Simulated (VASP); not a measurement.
Fe:

```
Fe
1.0
     0.00000    3.55700    3.55700
     1.77850    0.00000    1.77850
     1.77850    1.77850    0.00000
Fe
2
Cartesian
  0.0000 0.0000 0.0000
  0.0000 1.7785 1.7785
```

This isn't the form of Fe at room conditions, which is bcc.

Base run:

```yaml
Program: VASP 6.6.1
Functional: PBE
Potentials_or_basis: VASP PAW PBE potentials, release 64 (Fe)
Cutoff: 520 eV
k_mesh: 6 × 12 × 12
Occupations: gaussian, width 0.1 eV
Spin: collinear spin, ferromagnetic start
Starting_moments: "[4.0, 4.0] μB"
```

Its results: pressure 7.8 GPa; net moment 4.62 μB per cell; site moments Fe +2.30 μB.

Q: After a change of settings the same cell gave: pressure -10.3 GPa; net moment 2.76 μB per cell; site moments Fe +1.37 μB. Which change was it?
A. further incar settings from ALGO = Normal; EDIFF = 1e-07; NBANDS = 19 to ALGO = Normal; EDIFF = 1e-06; NBANDS = 19
B. moments at the start from [4.0, 4.0] to [0.8, 0.8]
C. further incar settings from ALGO = Normal; EDIFF = 1e-07; NBANDS = 19 to ALGO = Normal; EDIFF = 1e-07; NBANDS = 19; ISYM = 0
D. spin from collinear spin, ferromagnetic start to collinear spin, antiferromagnetic start; moments at the start from [4.0, 4.0] to [4.0, -4.0]

A: B.

Caveats: the cell stands under pressure (at least some runs); the cell stands under tension (at least some runs).
